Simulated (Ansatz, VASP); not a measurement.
**Two plane-wave programs on H11NO4**

```
O H N
1.0
     5.23054    0.00000    0.00000
     0.00000    5.23054    0.00000
     0.00000    0.00000    5.23054
O H N
4 11 1
Direct
  0.10041 0.84008 0.78962
  0.30523 0.46652 0.13609
  0.95222 0.17552 0.39038
  0.59550 0.54874 0.56612
  0.17346 0.70985 0.90033
  0.95231 0.89941 0.88540
  0.40377 0.50959 0.29006
  0.16942 0.35908 0.20906
  0.85622 0.08422 0.25539
  0.02398 0.04621 0.50361
  0.73720 0.43137 0.53447
  0.50767 0.48017 0.71294
  0.54158 0.85781 0.15763
  0.51370 0.14262 0.04610
  0.57789 0.90715 0.85762
  0.62032 0.98193 0.03248
```

Alike in both runs: functional r2SCAN; dispersion D3(BJ); k mesh 1 × 1 × 1; occupations fermi-dirac, width 0.02 eV; no spin polarisation.

Ansatz relaxed the structure, and its values are those at the end. VASP's run is a single point on that final structure, the one shown.

|  | VASP | Ansatz |
| --- | --- | --- |
| version | VASP 6.6.1 | Ansatz 0.2.0 |
| potentials or method | VASP PAW PBE potentials, release 64 (O_h, H_h, N_h), cutoff 1100 eV | scalar-relativistic, plane waves, PAW |
| valence electrons in the cell | 40 | 40 |

```tsv
	VASP	Ansatz	Ansatz less VASP
rms of the force components (eV/Å)	0.076	0.072	-0.0044
```

VASP's potentials were made for PBE, not for r2SCAN. Ansatz's warnings: dispersion damping borrowed.
